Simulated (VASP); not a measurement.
# BN (R3m) in VASP: a series of runs, part 2 of 2

VASP 6.6.1. Earlier steps stand in the parts before.

## (4) Electric field gradients, PBE (equal xy, yz and zx shear strains of +3 %)

The input, INCAR:

```
SYSTEM = BN
PREC = Accurate
ENCUT = 520
EDIFF = 1E-8
ISMEAR = -1
SIGMA = 0.03
LREAL = .FALSE.
LASPH = .TRUE.
NELM = 80
ALGO = Normal
ISIF = 2
LWAVE = .FALSE.
LCHARG = .FALSE.
GGA = PE
LEFG = .TRUE.
NBANDS = 11
```

The input, KPOINTS:

```
regular mesh
0
G
  13 13 13
  0 0 0
```

The input, POSCAR:

```
BN
1.0
    0.0542250000      1.8346125000      1.8346125000
    1.8346125000      0.0542250000      1.8346125000
    1.8346125000      1.8346125000      0.0542250000
B N
1 1
Direct
    0.0000000000      0.0000000000      0.0000000000
    0.7500000000      0.7500000000      0.7500000000
```

Potentials or basis: VASP PAW PBE potentials, release 64 (B, N).

Launch:

```console
$ cat potpaw_PBE.64/B/POTCAR potpaw_PBE.64/N/POTCAR > POTCAR
$ mpirun -np 1 vasp_std > vasp.out
```

OUTCAR:

```text
SYSTEM = BN
   PREC = Accurate
   ENCUT = 520
   EDIFF = 1E-8
   ISMEAR = -1
   LREAL = .FALSE.
   LASPH = .TRUE.
   NELM = 80
   ISIF = 2
   GGA = PE

 ion  position               nearest neighbor table
   1  0.000  0.000  0.000-   2 1.55   2 1.55   2 1.55   2 1.61
   2  0.750  0.750  0.750-   1 1.55   1 1.55   1 1.55   1 1.61

  LATTYP: Found a trigonal (rhomboedric) cell.
 ALAT       =     2.5951004607
 COS(alpha) =     0.5293254421

  Lattice vectors:

 A1 = (   0.0542250000,   1.8346125000,   1.8346125000)
 A2 = (   1.8346125000,   0.0542250000,   1.8346125000)
 A3 = (   1.8346125000,   1.8346125000,   0.0542250000)

Analysis of symmetry for initial positions (statically):
=====================================================================
 Subroutine PRICEL returns:
 Original cell was already a primitive cell.

 Routine SETGRP: Setting up the symmetry group for a
 trigonal (rhombohedral) supercell.

 Subroutine GETGRP returns: Found  6 space group operations
 (whereof  6 operations were pure point group operations)
 out of a pool of 12 trial point group operations.

The static configuration has the point symmetry C_3v.

Analysis of symmetry for dynamics (positions and initial velocities):
=====================================================================
 Subroutine PRICEL returns:
 Original cell was already a primitive cell.

 Routine SETGRP: Setting up the symmetry group for a
 trigonal (rhombohedral) supercell.

 Subroutine GETGRP returns: Found  6 space group operations
 (whereof  6 operations were pure point group operations)
 out of a pool of 12 trial point group operations.

[... 478 lines left out ...]
      1      -8.7844      2.00000
      2      -1.7475      2.00000
      3       4.0512      2.00000
      4       4.4302      2.00000
      5      16.0054      0.00000
      6      19.2848      0.00000
      7      19.9660      0.00000
      8      22.5559      0.00000
      9      28.3843      0.00000
     10      33.4610      0.00000
     11      34.9264      0.00000

 [... further k-points ...]

------------------------ aborting loop because EDIFF is reached ----------------------------------------

  FORCE on cell =-STRESS in cart. coord.  units (eV):
  Direction    XX          YY          ZZ          XY          YZ          ZX
  --------------------------------------------------------------------------------------
  -------------------------------------------------------------------------------------
  Total        0.3315604      0.3315604      0.3315604     -0.9786858     -0.9786858     -0.9786858
  in kB       45.0089219     45.0089219     45.0089219   -132.8554206   -132.8554206   -132.8554206
  external PRESSURE =      45.0089219 kB  Pullay stress =       0.0000000 kB

 VOLUME and BASIS-vectors are now :
 -----------------------------------------------------------------------------
  energy-cutoff  :      520.00
  volume of cell :       11.80
      direct lattice vectors                 reciprocal lattice vectors
     0.054225000  1.834612500  1.834612500    -0.284927609  0.276747869  0.276747869
     1.834612500  0.054225000  1.834612500     0.276747869 -0.284927609  0.276747869
     1.834612500  1.834612500  0.054225000     0.276747869  0.276747869 -0.284927609

 POSITION                                       TOTAL-FORCE (eV/Angst)
 -----------------------------------------------------------------------------------
      0.00000      0.00000      0.00000        -0.002299     -0.002299     -0.002299
      2.79259      2.79259      2.79259         0.002299      0.002299      0.002299
 -----------------------------------------------------------------------------------
    total drift:                               -0.000003     -0.000003     -0.000003

  FREE ENERGIE OF THE ION-ELECTRON SYSTEM (eV)
  ---------------------------------------------------
  free  energy   TOTEN  =       -17.4055981016 eV

  energy  without entropy=      -17.4055981015  energy(sigma->0) =      -17.40559810

 Electric field gradients (V/A^2)
---------------------------------------------------------------------
 ion       V_xx      V_yy      V_zz      V_xy      V_xz      V_yz
---------------------------------------------------------------------
   1      -0.000    -0.000    -0.000     1.857     1.857     1.857
   2       0.000     0.000     0.000     4.886     4.886     4.886
---------------------------------------------------------------------

 Electric field gradients after diagonalization (V/A^2)
 (convention: |V_zz| > |V_xx| > |V_yy|)
----------------------------------------------------------------------
 ion       V_xx      V_yy      V_zz     asymmetry (V_yy - V_xx)/ V_zz
----------------------------------------------------------------------
   1      -1.857    -1.857     3.714       0.000
   2      -4.886    -4.886     9.771       0.000
----------------------------------------------------------------------

           NMR quadrupolar parameters

 Cq : quadrupolar parameter    Cq=e*Q*V_zz/h
 eta: asymmetry parameters     (V_yy - V_xx)/ V_zz
 Q  : nuclear electric quadrupole moment in mb (millibarn)
----------------------------------------------------------------------
 ion       Cq(MHz)       eta       Q (mb)
----------------------------------------------------------------------
   1       0.009       0.000       1.000
   2       0.024       0.000       1.000
----------------------------------------------------------------------
```

stdout:

```text
POSCAR found type information on POSCAR B N
 POSCAR found :  2 types and       2 ions
 scaLAPACK will be used
 LDA part: xc-table for (Slater+PW92), standard interpolation
 POSCAR, INCAR and KPOINTS ok, starting setup
 FFT: planning ... GRIDC
 FFT: planning ... GRID_SOFT
 FFT: planning ... GRID
 WAVECAR not read
 entering main loop
ion   1

ion   2
```

It took 19 s on 1 thread of Intel Xeon 6975P-C, shared host; peak memory 0.14 GiB.

Results:

- Free energy: -17.4056 eV
- Pressure: 4.5 GPa
- Largest force: 0.004 eV/Å
- Band gap on the k mesh: 4.41 eV, indirect (least direct gap 7.58 eV)

Forces in eV/Å, atoms in the order of the input:
```
B   -0.002 -0.002 -0.002
N    0.002  0.002  0.002
```

Electric field gradients, principal values (V/Å²):
| atom | least | middle | greatest (by size) |
| --- | --- | --- | --- |
| 1 B | -1.857 | -1.857 | 3.714 |
| 2 N | -4.886 | -4.886 | 9.771 |

Caveat: the cell differs from its parent crystal (equal xy, yz and zx shear strains of +3 %); without QUAD_EFG the Cq values of the log hold for a quadrupole moment of 1 mb, not for the nuclei. A k mesh can miss the band edges.

## (5) Electric field gradients, PBE (equal xy, yz and zx shear strains of -3 %)

The input, INCAR:

```
SYSTEM = BN
PREC = Accurate ; ENCUT = 520
EDIFF = 1E-8 ; ISMEAR = -1
SIGMA = 0.03 ; LREAL = .False.
LASPH = .True. ; NELM = 60
ALGO = Normal ; ISIF = 2
LWAVE = .False. ; LCHARG = .False.
GGA = PE ; LEFG = .True.
NBANDS = 11
```

The input, KPOINTS:

```
Automatic mesh
0
Gamma
  13 13 13
  0 0 0
```

The input, POSCAR:

```
BN
1.0
   -0.0542250000      1.7803875000      1.7803875000
    1.7803875000     -0.0542250000      1.7803875000
    1.7803875000      1.7803875000     -0.0542250000
B N
1 1
Direct
    0.0000000000      0.0000000000      0.0000000000
    0.7500000000      0.7500000000      0.7500000000
```

Potentials or basis: VASP PAW PBE potentials, release 64 (B, N).

Launch:

```console
$ cat potpaw_PBE.64/B/POTCAR potpaw_PBE.64/N/POTCAR > POTCAR
$ mpirun -np 1 vasp_std > vasp.out
```

OUTCAR:

```text
SYSTEM = BN
   PREC = Accurate
   ENCUT = 520
   EDIFF = 1E-8
   ISMEAR = -1
   LREAL = .False.
   LASPH = .True.
   NELM = 60
   ISIF = 2
   GGA = PE

 ion  position               nearest neighbor table
   1  0.000  0.000  0.000-   2 1.52   2 1.58   2 1.58   2 1.58
   2  0.750  0.750  0.750-   1 1.52   1 1.58   1 1.58   1 1.58

  LATTYP: Found a trigonal (rhomboedric) cell.
 ALAT       =     2.5184319826
 COS(alpha) =     0.4693254694

  Lattice vectors:

 A1 = (  -0.0542250000,   1.7803875000,   1.7803875000)
 A2 = (   1.7803875000,  -0.0542250000,   1.7803875000)
 A3 = (   1.7803875000,   1.7803875000,  -0.0542250000)

Analysis of symmetry for initial positions (statically):
=====================================================================
 Subroutine PRICEL returns:
 Original cell was already a primitive cell.

 Routine SETGRP: Setting up the symmetry group for a
 trigonal (rhombohedral) supercell.

 Subroutine GETGRP returns: Found  6 space group operations
 (whereof  6 operations were pure point group operations)
 out of a pool of 12 trial point group operations.

The static configuration has the point symmetry C_3v.

Analysis of symmetry for dynamics (positions and initial velocities):
=====================================================================
 Subroutine PRICEL returns:
 Original cell was already a primitive cell.

 Routine SETGRP: Setting up the symmetry group for a
 trigonal (rhombohedral) supercell.

 Subroutine GETGRP returns: Found  6 space group operations
 (whereof  6 operations were pure point group operations)
 out of a pool of 12 trial point group operations.

[... 163 lines left out ...]
      8      18.5697      0.00000
      9      32.1784      0.00000
     10      35.2174      0.00000
     11      35.2174      0.00000
[... 309 lines left out ...]
 k-point    24 :       0.4615    0.1538    0.0000
  band No.  band energies     occupation
      1      -8.9261      2.00000
      2      -1.9791      2.00000
      3       4.2324      2.00000
      4       4.7686      2.00000
      5      16.5341      0.00000
      6      19.3891      0.00000
      7      20.3182      0.00000
      8      21.7859      0.00000
      9      28.1665      0.00000
     10      33.5368      0.00000
     11      35.2862      0.00000

 [... further k-points ...]
[... 5 lines left out ...]
  --------------------------------------------------------------------------------------
  -------------------------------------------------------------------------------------
  Total        0.3375051      0.3375051      0.3375051      1.0398713      1.0398713      1.0398713
  in kB       45.8165335     45.8165335     45.8165335    141.1631767    141.1631767    141.1631767
  external PRESSURE =      45.8165335 kB  Pullay stress =       0.0000000 kB

 VOLUME and BASIS-vectors are now :
 -----------------------------------------------------------------------------
  energy-cutoff  :      520.00
  volume of cell :       11.80
      direct lattice vectors                 reciprocal lattice vectors
    -0.054225000  1.780387500  1.780387500    -0.268322625  0.276751608  0.276751608
     1.780387500 -0.054225000  1.780387500     0.276751608 -0.268322625  0.276751608
     1.780387500  1.780387500 -0.054225000     0.276751608  0.276751608 -0.268322625

 POSITION                                       TOTAL-FORCE (eV/Angst)
 -----------------------------------------------------------------------------------
      0.00000      0.00000      0.00000         0.120375      0.120375      0.120375
      2.62991      2.62991      2.62991        -0.120375     -0.120375     -0.120375
 -----------------------------------------------------------------------------------
    total drift:                                0.000016      0.000016      0.000016

  FREE ENERGIE OF THE ION-ELECTRON SYSTEM (eV)
  ---------------------------------------------------
  free  energy   TOTEN  =       -17.4028556003 eV

  energy  without entropy=      -17.4028556003  energy(sigma->0) =      -17.40285560

 Electric field gradients (V/A^2)
---------------------------------------------------------------------
 ion       V_xx      V_yy      V_zz      V_xy      V_xz      V_yz
---------------------------------------------------------------------
   1       0.000     0.000     0.000    -1.959    -1.959    -1.959
   2       0.000    -0.000    -0.000    -4.952    -4.952    -4.952
---------------------------------------------------------------------

 Electric field gradients after diagonalization (V/A^2)
 (convention: |V_zz| > |V_xx| > |V_yy|)
----------------------------------------------------------------------
 ion       V_xx      V_yy      V_zz     asymmetry (V_yy - V_xx)/ V_zz
----------------------------------------------------------------------
   1       1.959     1.959    -3.917       0.000
   2       4.952     4.952    -9.905       0.000
----------------------------------------------------------------------

           NMR quadrupolar parameters

 Cq : quadrupolar parameter    Cq=e*Q*V_zz/h
 eta: asymmetry parameters     (V_yy - V_xx)/ V_zz
 Q  : nuclear electric quadrupole moment in mb (millibarn)
----------------------------------------------------------------------
 ion       Cq(MHz)       eta       Q (mb)
----------------------------------------------------------------------
   1      -0.009       0.000       1.000
   2      -0.024       0.000       1.000
----------------------------------------------------------------------
```

Run time: 46 s. Hardware: 1 thread of AMD EPYC 7R13, shared host; peak memory 0.11 GiB.

Results:

- Free energy: -17.4029 eV
- Pressure: 4.6 GPa
- Largest force: 0.208 eV/Å
- Band gap on the k mesh: 4.41 eV, indirect (least direct gap 8.35 eV)

Forces in eV/Å, atoms in the order of the input:
```
B    0.120  0.120  0.120
N   -0.120 -0.120 -0.120
```

Stress tensor (GPa, compression positive):
```
 4.58 14.12 14.12
14.12  4.58 14.12
14.12 14.12  4.58
```

Levels at points of the mesh, in eV from the valence-band top:
```csv
k point,band 1,band 2,band 3,band 4,band 5,band 6,band 7,band 8,band 9
"(0.00, 0.00, 0.00)",-20.32,-0.12,-0.12,0.00,8.35,8.35,8.82,11.09,24.69
```

Electric field gradients, principal values (V/Å²):
| atom | least | middle | greatest (by size) |
| --- | --- | --- | --- |
| 1 B | 1.959 | 1.959 | -3.917 |
| 2 N | 4.952 | 4.952 | -9.905 |

Caveat: the cell differs from its parent crystal (equal xy, yz and zx shear strains of -3 %); without QUAD_EFG the Cq values of the log hold for a quadrupole moment of 1 mb, not for the nuclei. A k mesh can miss the band edges.

## (6) Summary

| cell | gap on the mesh (eV) | pressure (GPa) | largest force (eV/Å) |
| --- | --- | --- | --- |
| a = 2.569 Å, angles 59.3°, 2 atoms | 4.51 | 3.4 | 0.02 |
| a = 2.595 Å, angles 58.0°, 2 atoms | 4.41 | 4.5 | - |
| a = 2.518 Å, angles 62.0°, 2 atoms | 4.41 | 4.6 | 0.21 |

Alike in all rows: task electric field gradients; level PBE; potentials or basis VASP PAW PBE potentials, release 64 (B, N); no spin polarisation; k mesh 13 × 13 × 13; cutoff (eV) 520; smearing fermi-dirac 0.03 eV.

Total energies depend on the potentials used, so only differences within one code and one set of settings carry meaning.
